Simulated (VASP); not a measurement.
Si8O17 (a cell with a defect), 25 atoms in the cell. The cell holds a defect, 25 atoms: a = 5.911 Å, b = 5.911 Å, c = 5.334 Å, α = 90.00°, β = 90.00°, γ = 90.00°. 

| Property | Result |
| --- | --- |
| Program | VASP 6.6.1 |
| Task | single point |
| Functional | PBE |
| Potentials or basis | VASP PAW PBE potentials, release 64 (Si, O) |
| Cutoff | 520 eV |
| k mesh | 2 × 2 × 3 |
| Occupations | fermi-dirac, width 0.05 eV |
| Spin | collinear spin, zero start |
| Starting moments | [0.0, 0.0, 0.0, 0.0, 0.0, 0.0, 0.0, 0.0, 0.0, 0.0, 0.0, 0.0, 0.0, 0.0, 0.0, 0.0, 0.0, 0.0, 0.0, 0.0, 0.0, 0.0, 0.0, 0.0, 0.0] μB |
| Dipole correction | no |
| Further INCAR settings | LREAL = Auto; ALGO = Normal; EDIFF = 1e-06; NBANDS = 89 |

Potentials or basis: VASP PAW PBE potentials, release 64 (Si, O).

Run with:

```sh
$ cat potpaw_PBE.64/Si/POTCAR potpaw_PBE.64/O/POTCAR > POTCAR
$ mpirun -np 1 vasp_std > vasp.out
```

Hardware: 1 thread of Intel(R) Xeon(R) Platinum 8559C (Emerald Rapids), on a shared host.

Problem. Estimate the wall time of this run.

Solution. It took 5.5 min on 1 thread of Intel(R) Xeon(R) Platinum 8559C (Emerald Rapids), with other jobs on the host, peak memory 0.42 GiB. Counts: scf iterations 15, k points 8.
